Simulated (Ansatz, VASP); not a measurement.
Given: the input of a run of VASP 6.6.1 on PbS.

INCAR

```
SYSTEM = PbS
ALGO = Normal
EDIFF = 1E-7
ENCUT = 520
GGA = PE
ISIF = 2
ISMEAR = -1
LASPH = .True.
LCHARG = .True.
LELF = .True.
LREAL = .False.
LVHAR = .True.
LWAVE = .False.
NBANDS = 28
NELM = 100
PREC = Accurate
SIGMA = 0.05
```

KPOINTS

```
k-points
0
Gamma
  6 6 3
  0 0 0
```

The input POSCAR:

```
PbS
1.0
    3.0423827301     -3.0413968378      0.0000000000
    3.0423827301      3.0413968378      0.0000000000
   -1.1202263706      0.0000000000     11.3868737747
Pb S
2 2
Direct
    0.7736346200      0.7736346200      0.6277889900
    0.2263653800      0.2263653800      0.3722110100
    0.2704879500      0.2704879500      0.6102676200
    0.7295120500      0.7295120500      0.3897323800
```

Potentials or basis: VASP PAW PBE potentials, release 64 (Pb_d, S).

The run is started by

```console
$ cat potpaw_PBE.64/Pb_d/POTCAR potpaw_PBE.64/S/POTCAR > POTCAR
$ mpirun -np 1 vasp_std > vasp.out
```

Problem. Translate it to Ansatz 0.2.0. Potentials there: Ansatz PAW.

Solution. As run (the cutoff follows the program's own potentials):

File input.yaml:

```yaml
crystal:
  lattice:
    - [3.0423827301, -3.0413968378, 0.0]
    - [3.0423827301, 3.0413968378, 0.0]
    - [-1.1202263706, 0.0, 11.3868737747]
  atoms:
    - { symbol: Pb, position: [0.77363462, 0.77363462, 0.62778899] }
    - { symbol: Pb, position: [0.22636538, 0.22636538, 0.37221101] }
    - { symbol: S, position: [0.27048795, 0.27048795, 0.61026762] }
    - { symbol: S, position: [0.72951205, 0.72951205, 0.38973238] }
hamiltonian:
  xc: pbe
  pseudopotentials: { kind: paw }
kpoints:
  mp_grid: { grid: [6, 6, 3] }
scf:
  occupations: { method: fermi_dirac, width: 0.05 }
output:
  forces: true
  stress: true
  eigenvalues: true
```

Potentials or basis: Ansatz PAW.

Command:

```sh
$ ansatz run input.yaml --threads 2 --pin off --max-ram 5120MiB --backend cpu --events-out ev --progress --plain --runs-dir out
```

Both were run:

|  | VASP | Ansatz | Ansatz less VASP |
| --- | --- | --- | --- |
| gap on the k mesh at the Fermi level (eV) | 2.09 | 2.09 | -0.001 |
| least direct gap on the mesh (eV) | 2.14 | 2.14 | 0.000 |
| rms of the force components (eV/Å) | 0.120 | 0.118 | -0.0019 |

Atom by atom the forces differ by 0.002 eV/Å (rms over components).

Neither program's run includes spin-orbit coupling. Noted on Ansatz's run: odd divisions of the mesh miss points on the zone boundary, where band edges often lie, so the gap on the mesh can be too wide.
